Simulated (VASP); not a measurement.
# AlNi3 (Pm-3m) in VASP: single point with r2SCAN

Aim: the single point of AlNi3 with r2SCAN.

All numbers are computed with VASP 6.6.1; they aren't measurements. Logs are shortened: lines on timing, memory, paths and dates and some standing lists are left out, and cuts for length are marked.

**1. The cell of the first run**

It takes space group Pm-3m (No. 221, cubic). The conventional cell has a = 3.523 Å, b = 3.523 Å, c = 3.523 Å, α = 90.00°, β = 90.00°, γ = 90.00°. Within 3.3 Å of Al (site symmetry m-3m) lie 12 Ni at 2.49 Å. Within 3.3 Å of Ni (site symmetry 4/mmm) lie 4 Al at 2.49 Å and 8 Ni at 2.49 Å.

**2. Single point, r2SCAN**

Contents of POSCAR:

```
AlNi3
1.0
    3.5230547267      0.0000000000      0.0000000000
    0.0000000000      3.5230547267      0.0000000000
    0.0000000000      0.0000000000      3.5230547267
Al Ni
1 3
Direct
    0.9330000000      0.9260000000      0.3520000000
    0.9330000000      1.4260000000      0.8520000000
    1.4330000000      0.9260000000      0.8520000000
    1.4330000000      1.4260000000      0.3520000000
```

Contents of INCAR.step1:

```
PREC = Accurate
ENCUT = 760
ISMEAR = 1
SIGMA = 0.023
LREAL = F
LASPH = T
NELM = 120
NBANDS = 36
GGA = PE
ALGO = Normal
EDIFF = 1E-5
LWAVE = T
LCHARG = F
GGA_COMPAT = F
```

Contents of INCAR.step2:

```
PREC = Accurate
ENCUT = 760
EDIFF = 1E-6
ISMEAR = 1
SIGMA = 0.023
LREAL = F
LASPH = T
NELM = 120
ALGO = Normal
ISIF = 2
LWAVE = F
LCHARG = F
METAGGA = R2SCAN
LMIXTAU = T
NBANDS = 36
ISTART = 1
GGA_COMPAT = F
```

Contents of KPOINTS:

```
Automatic mesh
0
Gamma
  3 3 3
```

Potentials or basis: VASP PAW PBE potentials, release 64 (Al, Ni_sv_GW).

On the command line:

```sh
$ cat potpaw_PBE.64/Al/POTCAR potpaw_PBE.64/Ni_sv_GW/POTCAR > POTCAR
$ cp INCAR.step1 INCAR
$ mpirun -np 1 vasp_std > vasp.out
$ cp INCAR.step2 INCAR
$ mpirun -np 1 vasp_std > vasp.out
```

OUTCAR:

```text
PREC = Accurate
   ENCUT = 760
   EDIFF = 1E-6
   ISMEAR = 1
   LREAL = F
   LASPH = T
   NELM = 120
   ISIF = 2
   METAGGA = R2SCAN
   ISTART = 1

 ion  position               nearest neighbor table
   1  0.933  0.926  0.352-   2 2.49   3 2.49   4 2.49   2 2.49   3 2.49   2 2.49   4 2.49   2 2.49
                             3 2.49   4 2.49   3 2.49   4 2.49
   2  0.933  0.426  0.852-   1 2.49   3 2.49   4 2.49   1 2.49   4 2.49   1 2.49   3 2.49   1 2.49
                             3 2.49   4 2.49   4 2.49   3 2.49
   3  0.433  0.926  0.852-   1 2.49   2 2.49   4 2.49   1 2.49   4 2.49   2 2.49   4 2.49   4 2.49
                             1 2.49   2 2.49   1 2.49   2 2.49
   4  0.433  0.426  0.352-   1 2.49   2 2.49   3 2.49   2 2.49   3 2.49   1 2.49   3 2.49   3 2.49
                             1 2.49   2 2.49   2 2.49   1 2.49

  LATTYP: Found a simple cubic cell.
 ALAT       =     3.5230547267

  Lattice vectors:

 A1 = (   3.5230547267,   0.0000000000,   0.0000000000)
 A2 = (   0.0000000000,   3.5230547267,   0.0000000000)
 A3 = (   0.0000000000,   0.0000000000,   3.5230547267)

Analysis of symmetry for initial positions (statically):
=====================================================================
 Subroutine PRICEL returns:
 Original cell was already a primitive cell.

 Routine SETGRP: Setting up the symmetry group for a
 simple cubic supercell.

 Subroutine GETGRP returns: Found 48 space group operations
 (whereof  1 operations were pure point group operations)
 out of a pool of 48 trial point group operations.

The static configuration has the point symmetry C_1 .
 The point group associated with its full space group is O_h .

Analysis of symmetry for dynamics (positions and initial velocities):
=====================================================================
 Subroutine PRICEL returns:
 Original cell was already a primitive cell.

 Routine SETGRP: Setting up the symmetry group for a
 simple cubic supercell.

 Subroutine GETGRP returns: Found 48 space group operations
 (whereof  1 operations were pure point group operations)
 out of a pool of 48 trial point group operations.

The dynamic configuration has the point symmetry C_1 .
 The point group associated with its full space group is O_h .

 Subroutine INISYM returns: Found 48 space group operations
 (whereof  1 operations are pure point group operations),
 and found     1 'primitive' translations

[... 77 lines left out ...]
   EDIFF  = 0.1E-05   stopping-criterion for ELM
   LREAL  =      F    real-space projection
   EDIFFG = 0.1E-04   stopping-criterion for IOM
   NSW    =      0    number of steps for IOM
   IBRION =     -1    ionic relax: 0-MD 1-quasi-New 2-CG
   NFREE  =      0    steps in history (QN), initial steepest desc. (CG)
   ISIF   =      2    stress and relaxation
   ISYM   =      2    0-nonsym 1-usesym 2-fastsym
   POTIM  = 0.5000    time-step for ionic-motion
   TEBEG  =    0.0;   TEEND  =   0.0 temperature during run
   PSTRESS=    0.0 pullay stress
   NELECT =      57.0000    total number of electrons
   NUPDOWN=      -1.0000    fix difference up-down
   EMIN   =  10.00;   EMAX   =-10.00  energy-range for DOS
   EFERMI =   0.00;   METHOD = LEGACY
   ISMEAR =     1;   SIGMA  =   0.02  broadening in eV -4-tet -1-fermi 0-gaus
   EFERMI_NEDOS =   21; number of points for ismear=-14 and -15
   IALGO  =     38    algorithm
   IMIX   =      4    mixing-type and parameters
     AMIX     =   0.40;   BMIX     =  1.00
     AMIX_MAG =   1.60;   BMIX_MAG =  1.00
  volume/ion in A,a.u.               =      10.93        73.77
  Fermi-wavevector in a.u.,A,eV,Ry     =   1.788328  3.379449 43.513001  3.198115
  Thomas-Fermi vector in A             =   2.851527
   LORBIT       =      0    0 simple, 1 ext, 2 COOP (PROOUT), +10 PAW based schemes
   METAGGA = R2SCAN    functional components
   LHFCALC =     F    Hartree Fock is set to
   AEXX    =    0.0000 exact exchange contribution
   IVDW    =     0    specifies the selected vdW correction
   LEPSILON=     F    determine dielectric tensor
   LRPA    =     F    only Hartree local field effects (RPA)
 non-spin polarized calculation
 Methfessel and Paxton  Order N= 1 SIGMA  =   0.02
  energy-cutoff  :      760.00
  volume of cell :       43.73
 maximum number of plane-waves:      2103
 NGX is ok and might be reduce to    32
   NGX = 15   NGY = 15   NGZ = 15

 number of electron      57.0000028 magnetization

 Free energy of the ion-electron system (eV)
  ---------------------------------------------------
  ext. energy  EPLUGINS =         0.00000000
  ---------------------------------------------------
  free energy    TOTEN  =       -46.91981981 eV

  energy without entropy =      -46.91704321  energy(sigma->0) =      -46.91889427

 E-fermi :   8.7748     XC(G=0): -14.4643

 val. band max:        8.5878421560   @ k =   0.3333   0.3333   0.3333
 cond. band min:       8.7774731780   @ k =   0.3333   0.3333   0.3333
 fundamental gap:      0.1896310220
 Fermi energy:         8.7748137817

 k-point     1 :       0.0000    0.0000    0.0000
  band No.  band energies     occupation
      1     -98.0700      2.00000
      2     -98.0352      2.00000
      3     -98.0352      2.00000
      4     -57.0546      2.00000
      5     -57.0545      2.00000
      6     -57.0544      2.00000
[... 145 lines left out ...]
     35      17.4782      0.00000
     36      23.1138      0.00000

------------------------ aborting loop because EDIFF is reached ----------------------------------------

  FORCE on cell =-STRESS in cart. coord.  units (eV):
  Direction    XX          YY          ZZ          XY          YZ          ZX
  --------------------------------------------------------------------------------------
  -------------------------------------------------------------------------------------
  Total        0.4211269      0.4211269      0.4211269     -0.0000000     -0.0000000      0.0000000
  in kB       15.4299796     15.4299796     15.4299796     -0.0000000     -0.0000000      0.0000000
  external PRESSURE =      15.4299796 kB  Pullay stress =       0.0000000 kB

 VOLUME and BASIS-vectors are now :
 -----------------------------------------------------------------------------
  energy-cutoff  :      760.00
  volume of cell :       43.73
      direct lattice vectors                 reciprocal lattice vectors
     3.523054727  0.000000000  0.000000000     0.283844583  0.000000000  0.000000000
     0.000000000  3.523054727  0.000000000     0.000000000  0.283844583  0.000000000
     0.000000000  0.000000000  3.523054727     0.000000000  0.000000000  0.283844583

 POSITION                                       TOTAL-FORCE (eV/Angst)
 -----------------------------------------------------------------------------------
      3.28701      3.26235      1.24012         0.000000      0.000000      0.000000
      3.28701      1.50082      3.00164         0.000000      0.000000      0.000000
      1.52548      3.26235      3.00164         0.000000      0.000000      0.000000
      1.52548      1.50082      1.24012         0.000000      0.000000      0.000000
 -----------------------------------------------------------------------------------
    total drift:                                0.000840     -0.000849      0.000155

  FREE ENERGIE OF THE ION-ELECTRON SYSTEM (eV)
  ---------------------------------------------------
  free  energy   TOTEN  =       -46.9198198054 eV

  energy  without entropy=      -46.9170432107  energy(sigma->0) =      -46.91889427
```

OSZICAR.step1:

```text
N       E                     dE             d eps       ncg     rms          rms(c)
DAV:   1     0.130842935832E+04    0.13084E+04   -0.36279E+04   440   0.707E+03
DAV:   2     0.121687543357E+03   -0.11867E+04   -0.11603E+04   500   0.154E+03
DAV:   3    -0.246428424360E+02   -0.14633E+03   -0.14045E+03   568   0.893E+02
DAV:   4    -0.359209716172E+02   -0.11278E+02   -0.10633E+02   548   0.217E+02
DAV:   5    -0.370067144563E+02   -0.10857E+01   -0.10781E+01   544   0.552E+01    0.320E+01
DAV:   6    -0.411934627741E+02   -0.41867E+01   -0.17674E+02   452   0.718E+02    0.346E+01
DAV:   7    -0.243870282783E+02    0.16806E+02   -0.78926E+01   440   0.428E+02    0.408E+00
DAV:   8    -0.245792168079E+02   -0.19219E+00   -0.30380E+00   552   0.387E+01    0.229E+00
DAV:   9    -0.245888382760E+02   -0.96215E-02   -0.18558E-01   544   0.177E+01    0.165E+00
DAV:  10    -0.245587345082E+02    0.30104E-01   -0.75211E-02   528   0.146E+01    0.519E-01
DAV:  11    -0.245738317725E+02   -0.15097E-01   -0.16146E-02   552   0.645E+00    0.187E+00
DAV:  12    -0.245597902553E+02    0.14042E-01   -0.11073E-02   536   0.569E+00    0.130E-01
DAV:  13    -0.245588881568E+02    0.90210E-03   -0.16837E-03   560   0.185E+00    0.294E-01
DAV:  14    -0.245584953950E+02    0.39276E-03   -0.40946E-04   520   0.106E+00    0.381E-02
DAV:  15    -0.245584816290E+02    0.13766E-04   -0.28916E-06   184   0.118E-01    0.556E-02
DAV:  16    -0.245584752512E+02    0.63778E-05   -0.25740E-06   192   0.970E-02
   1 F= -.24558475E+02 E0= -.24557764E+02  d E =-.213486E-02
```

Wall time 2 min (1 thread of Intel Xeon Platinum 8259CL at 2.50GHz (Skylake/Cascade Lake), shared host); peak memory 0.2 GiB.

What came out:

| Quantity | Value |
| --- | --- |
| Free energy | -46.9198 eV |
| Pressure | 1.5 GPa |
| Band gap on the k mesh | zero (an odd number of electrons rules out a gap without spin polarisation) |

Caveat: the k points lie up to 0.59 Å⁻¹ apart, too coarse for converged energies and pressures of a metal; the PAW data sets were made with another functional, which shifts forces and pressure a little. Spin polarisation is off, so any magnetic state and its effect on volume and gap are missing.

The gap in the log of VASP goes by the Fermi energy; the results here count the filled bands.